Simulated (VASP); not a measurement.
Input of a VASP 6.6.1 run:

The input INCAR:

```
SYSTEM = LaZn
PREC = Accurate
ENCUT = 520
EDIFF = 1E-6
ISMEAR = -1
SIGMA = 0.1
LREAL = .False.
LASPH = .True.
NELM = 60
ALGO = Normal
ISIF = 2
LWAVE = .False.
LCHARG = .False.
NBANDS = 18
```

File KPOINTS:

```
regular mesh
0
Gamma
  8 8 8
  0 0 0
```

File POSCAR:

```
LaZn
1.0
    3.7748351609      0.0000000000      0.0000000000
    0.0000000000      3.7748351609      0.0000000000
    0.0000000000      0.0000000000      3.7748351609
La Zn
1 1
Direct
    0.5000000000      0.5000000000      0.5000000000
    0.0000000000      0.0000000000      0.0000000000
```

Potentials or basis: VASP PAW LDA potentials, release 64 (La, Zn).

The run is started by

```bash
$ cat potpaw_LDA.64/La/POTCAR potpaw_LDA.64/Zn/POTCAR > POTCAR
$ mpirun -np 1 vasp_std > vasp.out
```

Predict the pressure.

-4.7 GPa.
